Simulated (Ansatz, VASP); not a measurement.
# GaN in VASP and in Ansatz

```
Ga N
1.0
     0.00000    2.22761    2.22761
     2.22761    0.00000    2.22761
     2.22761    2.22761    0.00000
Ga N
1 1
Direct
  0.00000 0.00000 0.00000
  0.25000 0.25000 0.25000
```

Alike in both runs: functional LDA; k mesh 14 × 14 × 14; occupations gaussian, width 0.02 eV; no spin polarisation.

Ansatz relaxed the structure, and its values are those at the end. VASP's run is a single point on that final structure, the one shown.

|  | VASP | Ansatz |
| --- | --- | --- |
| version | VASP 6.6.1 | Ansatz 0.2.0 |
| potentials or method | VASP PAW LDA potentials, release 64 (Ga_d, N_h), cutoff 910 eV | scalar-relativistic, plane waves, PAW |
| valence electrons in the cell | 18 | 18 |

VASP gave:

```
gap on the k mesh at the Fermi level (eV) : 1.97
least direct gap on the mesh (eV)         : 1.97
```

Problem. Estimate Ansatz's values.

Solution. gap on the k mesh at the Fermi level (eV): 1.96; least direct gap on the mesh (eV): 1.96.

Ansatz warns that its potentials were made for another functional, while VASP's fit it. LDA's correlation is that of Perdew and Zunger in VASP and of Perdew and Wang (1992) in Ansatz.

Noted on VASP's run: the cutoff is short for stress, so the pressure is rough.
